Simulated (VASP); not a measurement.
# TiB2 (P6/mmm) in VASP: relaxation of shape and atoms at fixed volume with LDA

Aim: the relaxation of shape and atoms at fixed volume of TiB2 with LDA.

All numbers are computed with VASP 6.6.1; they aren't measurements. Logs are shortened: lines on timing, memory, paths and dates and some standing lists are left out, and cuts for length are marked.

### Step 1. The cell of the first run

Symmetry: P6/mmm, No. 191, hexagonal system. Conventional cell: a = 2.908 Å, b = 2.908 Å, c = 3.048 Å, α = 90.00°, β = 90.00°, γ = 120.00°. Ti (site symmetry 6/mmm) has 12 B at 2.27 Å and 8 Ti at 2.91 to 3.05 Å within 3.1 Å. Within 2.3 Å of B (site symmetry -6m2) lie 3 B at 1.68 Å and 6 Ti at 2.27 Å.

### Step 2. Relaxation of shape and atoms at fixed volume, LDA (7.44 Å³/atom)

INCAR reads:

```
  ALGO = Normal
  EDIFF = 1E-7
  EDIFFG = -0.01
  ENCUT = 500
  GGA = CA
  GGA_COMPAT = False
  IBRION = 2
  ISIF = 4
  ISMEAR = 0
  LASPH = True
  LCHARG = False
  LREAL = False
  LWAVE = False
  NELM = 120
  NELMIN = 4
  NSW = 50
  PREC = Accurate
  SIGMA = 0.1
```

KPOINTS reads:

```
k-points
0
Gamma
  18 18 14
```

POSCAR reads:

```
TiB2
1.0
    2.9079664533      0.0000000028      0.0000000000
   -1.4539832291      2.5183728206      0.0000000000
    0.0000000000      0.0000000000      3.0477264318
Ti B
1 2
Direct
    0.0000000000      0.0000000000      0.0000000000
    0.3333333333      0.6666666667      0.5000000000
    0.6666666667      0.3333333333      0.5000000000
```

Potentials or basis: VASP PAW LDA potentials, release 64 (Ti_sv, B).

Run with:

```bash
cat potpaw_LDA.64/Ti_sv/POTCAR potpaw_LDA.64/B/POTCAR > POTCAR
mpirun -np 1 vasp_std > vasp.out
```

OUTCAR:

```text
EDIFF = 1E-7
   EDIFFG = -0.01
   ENCUT = 500
   GGA = CA
   IBRION = 2
   ISIF = 4
   ISMEAR = 0
   LASPH = True
   LREAL = False
   NELM = 120
   NELMIN = 4
   NSW = 50
   PREC = Accurate

 ion  position               nearest neighbor table
   1  0.000  0.000  0.000-   2 2.27   3 2.27   2 2.27   3 2.27   3 2.27   3 2.27   2 2.27   2 2.27
                             3 2.27   3 2.27   2 2.27   2 2.27
   2  0.333  0.667  0.500-   3 1.68   3 1.68   3 1.68   1 2.27   1 2.27   1 2.27   1 2.27   1 2.27
                             1 2.27
   3  0.667  0.333  0.500-   2 1.68   2 1.68   2 1.68   1 2.27   1 2.27   1 2.27   1 2.27   1 2.27
                             1 2.27

  LATTYP: Found a hexagonal cell.
 ALAT       =     2.9079664533
 C/A-ratio  =     1.0480610697

  Lattice vectors:

 A1 = (   2.9079664533,   0.0000000028,   0.0000000000)
 A2 = (  -1.4539832291,   2.5183728206,   0.0000000000)
 A3 = (   0.0000000000,   0.0000000000,   3.0477264318)

Analysis of symmetry for initial positions (statically):
=====================================================================
 Subroutine PRICEL returns:
 Original cell was already a primitive cell.

 Routine SETGRP: Setting up the symmetry group for a
 hexagonal supercell.

 Subroutine GETGRP returns: Found 24 space group operations
 (whereof 24 operations were pure point group operations)
 out of a pool of 24 trial point group operations.

The static configuration has the point symmetry D_6h.

Analysis of symmetry for dynamics (positions and initial velocities):
=====================================================================
 Subroutine PRICEL returns:
 Original cell was already a primitive cell.

 Routine SETGRP: Setting up the symmetry group for a
 hexagonal supercell.

 Subroutine GETGRP returns: Found 24 space group operations
 (whereof 24 operations were pure point group operations)
 out of a pool of 24 trial point group operations.

The dynamic configuration has the point symmetry D_6h.

 Subroutine INISYM returns: Found 24 space group operations
 (whereof 24 operations are pure point group operations),
 and found     1 'primitive' translations

----------------------------------------------------------------------------------------

                                     Primitive cell

  volume of cell :      22.3195

  direct lattice vectors                    reciprocal lattice vectors
     2.907966453  0.000000003  0.000000000     0.343882921  0.198540898  0.000000000
    -1.453983229  2.518372821  0.000000000    -0.000000000  0.397081795  0.000000000
     0.000000000  0.000000000  3.047726432     0.000000000  0.000000000  0.328113439

  length of vectors
     2.907966453  2.907966453  3.047726432     0.397081795  0.397081795  0.328113439

  position of ions in fractional coordinates (direct lattice)
     0.000000000  0.000000000  0.000000000
     0.333333333  0.666666667  0.500000000
     0.666666667  0.333333333  0.500000000

  ion indices of the primitive-cell ions
   primitive index   ion index
                 1           1
                 2           2
                 3           3

----------------------------------------------------------------------------------------

 KPOINTS: k-points

Automatic generation of k-mesh.
 Grid dimensions read from file:
 generate k-points for:   18   18   14

 Generating k-lattice:

  Cartesian coordinates                     Fractional coordinates (reciprocal lattice)
     0.019104607  0.011030050  0.000000000     0.055555556 -0.000000000  0.000000000
    -0.000000000  0.022060100  0.000000000     0.000000000  0.055555556  0.000000000
     0.000000000  0.000000000  0.023436674     0.000000000  0.000000000  0.071428571

  Length of vectors
     0.022060100  0.022060100  0.023436674

  Shift w.r.t. Gamma in fractional coordinates (k-lattice)
     0.000000000  0.000000000  0.000000000

 Subroutine IBZKPT returns following result:
 ===========================================

 Found    296 irreducible k-points:

 Following reciprocal coordinates:
            Coordinates               Weight
  0.000000  0.000000  0.000000      1.000000
  0.055556 -0.000000  0.000000      6.000000
  0.111111 -0.000000  0.000000      6.000000
  0.166667 -0.000000  0.000000      6.000000
  0.222222  0.000000  0.000000      6.000000
  0.277778  0.000000  0.000000      6.000000
[... 16 lines left out ...]
  0.333333  0.111111  0.000000     12.000000
  0.388889  0.111111  0.000000     12.000000
 [... further k-points ...]
   k-points           NKPTS =    296   k-points in BZ     NKDIM =    296   number of bands    NBANDS=     13
   number of dos      NEDOS =    301   number of ions     NIONS =      3
   total plane-waves  NPLWV =  13824
   dimension x,y,z NGX =    24 NGY =   24 NGZ =   24
   dimension x,y,z NGXF=    48 NGYF=   48 NGZF=   48
   ions per type =               1   2
   NGX,Y,Z   is equivalent  to a cutoff of  13.72, 13.72, 13.09 a.u.
   NGXF,Y,Z  is equivalent  to a cutoff of  27.44, 27.44, 26.18 a.u.
 SYSTEM =  unknown system
   PREC   = accura    normal or accurate (medium, high low for compatibility)
   ISTART =      0    job   : 0-new  1-cont  2-samecut
   ICHARG =      2    charge: 1-file 2-atom 10-const
   ISPIN  =      1    spin polarized calculation?
   LNONCOLLINEAR =      F non collinear calculations
   LSORBIT =      F    spin-orbit coupling
   LASPH  =      T    aspherical Exc in radial PAW
   ENCUT  =  500.0 eV  36.75 Ry    6.06 a.u.   5.30  5.30  5.56*2*pi/ulx,y,z
   NELM   =    120;   NELMIN=  4; NELMDL= -5     # of ELM steps
   EDIFF  = 0.1E-06   stopping-criterion for ELM
   LREAL  =      F    real-space projection
   EDIFFG = -.1E-01   stopping-criterion for IOM
   NSW    =     50    number of steps for IOM
   IBRION =      2    ionic relax: 0-MD 1-quasi-New 2-CG
   NFREE  =      1    steps in history (QN), initial steepest desc. (CG)
   ISIF   =      4    stress and relaxation
   ISYM   =      2    0-nonsym 1-usesym 2-fastsym
   POTIM  = 0.5000    time-step for ionic-motion
   TEBEG  =    0.0;   TEEND  =   0.0 temperature during run
   PSTRESS=    0.0 pullay stress
   NELECT =      18.0000    total number of electrons
   NUPDOWN=      -1.0000    fix difference up-down
   EMIN   =  10.00;   EMAX   =-10.00  energy-range for DOS
   EFERMI =   0.00;   METHOD = LEGACY
   ISMEAR =     0;   SIGMA  =   0.10  broadening in eV -4-tet -1-fermi 0-gaus
   EFERMI_NEDOS =   21; number of points for ismear=-14 and -15
   IALGO  =     38    algorithm
   IMIX   =      4    mixing-type and parameters
     AMIX     =   0.40;   BMIX     =  1.00
     AMIX_MAG =   1.60;   BMIX_MAG =  1.00
  volume/ion in A,a.u.               =       7.44        50.21
  Fermi-wavevector in a.u.,A,eV,Ry     =   1.523832  2.879626 31.593614  2.322065
  Thomas-Fermi vector in A             =   2.632222
   LORBIT       =      0    0 simple, 1 ext, 2 COOP (PROOUT), +10 PAW based schemes
   GGA     = CA    functional components
   LHFCALC =     F    Hartree Fock is set to
   AEXX    =    0.0000 exact exchange contribution
   IVDW    =     0    specifies the selected vdW correction
   LEPSILON=     F    determine dielectric tensor
   LRPA    =     F    only Hartree local field effects (RPA)
 conjugate gradient relaxation of ions
 non-spin polarized calculation
 Gauss-broadening in eV      SIGMA  =   0.10
  energy-cutoff  :      500.00
  volume of cell :       22.32
 maximum number of plane-waves:       582
 NGX is ok and might be reduce to    24
   NGX = 11   NGY = 11   NGZ = 11

--------------------------------------- Ionic step        1  -------------------------------------------

 number of electron      17.9999998 magnetization

 Free energy of the ion-electron system (eV)
  ---------------------------------------------------
  ext. energy  EPLUGINS =         0.00000000
  ---------------------------------------------------
  free energy    TOTEN  =       -26.71087047 eV

  energy without entropy =      -26.70927341  energy(sigma->0) =      -26.71007194

------------------------ aborting loop because EDIFF is reached ----------------------------------------

  FORCE on cell =-STRESS in cart. coord.  units (eV):
  Direction    XX          YY          ZZ          XY          YZ          ZX
  --------------------------------------------------------------------------------------
  -------------------------------------------------------------------------------------
  Total        4.5792607      4.5792607      4.2894465     -0.0000000     -0.0000000      0.0000000
  in kB      328.7157823    328.7157823    307.9118731     -0.0000000     -0.0000000      0.0000000
  external PRESSURE =     321.7811459 kB  Pullay stress =       0.0000000 kB

 VOLUME and BASIS-vectors are now :
 -----------------------------------------------------------------------------
  energy-cutoff  :      500.00
  volume of cell :       22.32
      direct lattice vectors                 reciprocal lattice vectors
     2.907966453  0.000000003  0.000000000     0.343882921  0.198540898  0.000000000
    -1.453983229  2.518372821  0.000000000    -0.000000000  0.397081795  0.000000000
     0.000000000  0.000000000  3.047726432     0.000000000  0.000000000  0.328113439

 POSITION                                       TOTAL-FORCE (eV/Angst)
 -----------------------------------------------------------------------------------
      0.00000      0.00000      0.00000        -0.000000      0.000000      0.000000
     -0.00000      1.67892      1.52386         0.000000     -0.000000      0.000000
      1.45398      0.83946      1.52386        -0.000000      0.000000      0.000000
 -----------------------------------------------------------------------------------
    total drift:                               -0.000000      0.000000      0.000000

  FREE ENERGIE OF THE ION-ELECTRON SYSTEM (eV)
  ---------------------------------------------------
  free  energy   TOTEN  =       -26.7108704730 eV

  energy  without entropy=      -26.7092734052  energy(sigma->0) =      -26.71007194

--------------------------------------- Ionic step        2  -------------------------------------------

 number of electron      17.9999997 magnetization

 Free energy of the ion-electron system (eV)
  ---------------------------------------------------
  ext. energy  EPLUGINS =         0.00000000
  ---------------------------------------------------
  free energy    TOTEN  =       -26.71125939 eV

  energy without entropy =      -26.70965826  energy(sigma->0) =      -26.71045883

 E-fermi :  11.5741     XC(G=0): -13.6389

 val. band max:       11.5711927565   @ k =   0.0556  -0.0000   0.4286
 cond. band min:      11.6022446958   @ k =   0.0556   0.0556   0.2857
 fundamental gap:      0.0310519392
 Fermi energy:        11.5740580748

 k-point     1 :       0.0000    0.0000    0.0000
  band No.  band energies     occupation
      1     -44.3393      2.00000
      2     -21.0928      2.00000
      3     -20.6954      2.00000
      4     -20.6954      2.00000
      5      -2.4483      2.00000
      6       8.4809      2.00000
      7       8.4809      2.00000
      8       9.1150      2.00000
      9       9.5359      2.00000
     10      13.8647      0.00000
     11      13.8647      0.00000
     12      16.0280      0.00000
     13      16.0280      0.00000

 k-point     2 :       0.0556   -0.0000    0.0000
  band No.  band energies     occupation
      1     -44.3363      2.00000
      2     -21.0893      2.00000
      3     -20.7159      2.00000
      4     -20.6999      2.00000
      5      -2.3824      2.00000
      6       8.3143      2.00000
      7       8.4805      2.00000
      8       9.1470      2.00000
      9       9.4557      2.00000
     10      13.8433      0.00000
     11      14.0034      0.00000
[... 339 lines left out ...]
 k-point    24 :       0.3889    0.1111    0.0000
  band No.  band energies     occupation
      1     -44.2413      2.00000
      2     -21.3049      2.00000
      3     -20.9774      2.00000
      4     -20.8881      2.00000
      5       1.2657      2.00000
      6       2.9972      2.00000
      7       6.7654      2.00000
      8       8.2545      2.00000
      9      10.2031      2.00000
     10      12.2156      0.00000
     11      14.2570      0.00000
     12      15.2114      0.00000
     13      16.7341      0.00000

 [... further k-points ...]
[... 5 lines left out ...]
  --------------------------------------------------------------------------------------
  -------------------------------------------------------------------------------------
  Total        4.4466095      4.4466095      4.4853030     -0.0000000      0.0000000     -0.0000000
  in kB      319.1935988    319.1935988    321.9711599     -0.0000000      0.0000000     -0.0000000
  external PRESSURE =     320.1194525 kB  Pullay stress =       0.0000000 kB

 VOLUME and BASIS-vectors are now :
 -----------------------------------------------------------------------------
  energy-cutoff  :      500.00
  volume of cell :       22.32
      direct lattice vectors                 reciprocal lattice vectors
     2.912490986  0.000000003 -0.000000000     0.343348702  0.198232466  0.000000000
    -1.456245495  2.522291181 -0.000000000    -0.000000000  0.396464931  0.000000000
    -0.000000000 -0.000000000  3.038264547     0.000000000  0.000000000  0.329135263

 POSITION                                       TOTAL-FORCE (eV/Angst)
 -----------------------------------------------------------------------------------
      2.91249      0.00000     -0.00000         0.000000     -0.000000     -0.000000
     -0.00000      1.68153      1.51913         0.000000     -0.000000      0.000000
      1.45625      0.84076      1.51913        -0.000000      0.000000     -0.000000
 -----------------------------------------------------------------------------------
    total drift:                                0.000000      0.000000     -0.000000

  FREE ENERGIE OF THE ION-ELECTRON SYSTEM (eV)
  ---------------------------------------------------
  free  energy   TOTEN  =       -26.7112593935 eV

  energy  without entropy=      -26.7096582595  energy(sigma->0) =      -26.71045883

 reached required accuracy - stopping structural energy minimisation
```

It took 2.4 min on 1 thread of Intel Xeon 8259CL, shared host; peak memory 0.2 GiB.

Results:

| Quantity | Value |
| --- | --- |
| Free energy | -26.7113 eV |
| Energy gained by relaxing | 0.1 meV/atom |
| Ionic steps | 2 |
| Pressure after relaxing | 32.0 GPa |
| Band gap on the k mesh | zero (bands 9 and 10 overlap by 0.74 eV) |

The path:
```csv
step,energy change (eV),largest force (eV/Å),pressure (GPa),volume (Å³)
1,0.0000,0.0000,32.18,22.32
2,-0.0004,0.0000,32.01,22.32
```

Final structure:
```cif
data_structure
_symmetry_space_group_name_H-M 'P 1'
_symmetry_Int_Tables_number 1
_cell_length_a 2.9125
_cell_length_b 2.9125
_cell_length_c 3.0383
_cell_angle_alpha 90.000
_cell_angle_beta 90.000
_cell_angle_gamma 120.000
_cell_volume 22.32
loop_
_atom_site_label
_atom_site_type_symbol
_atom_site_fract_x
_atom_site_fract_y
_atom_site_fract_z
_atom_site_occupancy
Ti1 Ti 0.00000 0.00000 0.00000 1
B1 B 0.33333 0.66667 0.50000 1
B2 B 0.66667 0.33333 0.50000 1
```

Levels at points of the mesh, in eV from the Fermi level:
| k point | band 6 | band 7 | band 8 | band 9 | band 10 | band 11 | band 12 | band 13 |
| --- | --- | --- | --- | --- | --- | --- | --- | --- |
| (0.00, 0.00, 0.00) | -3.09 | -3.09 | -2.46 | -2.04 | 2.29 | 2.29 | 4.45 | 4.45 |
| (0.50, 0.00, 0.00) | -9.26 | -3.50 | -3.50 | -2.69 | 1.63 | 3.21 | 3.83 | 3.91 |
| (0.00, 0.00, 0.50) | -8.09 | -0.65 | -0.65 | -0.39 | -0.39 | 0.47 | 0.47 | 2.25 |
| (0.50, 0.00, 0.50) | -7.63 | -5.27 | -4.34 | -3.08 | 3.15 | 3.47 | 5.57 | 5.70 |

The gap in the log of VASP goes by the Fermi energy; the results here count the filled bands.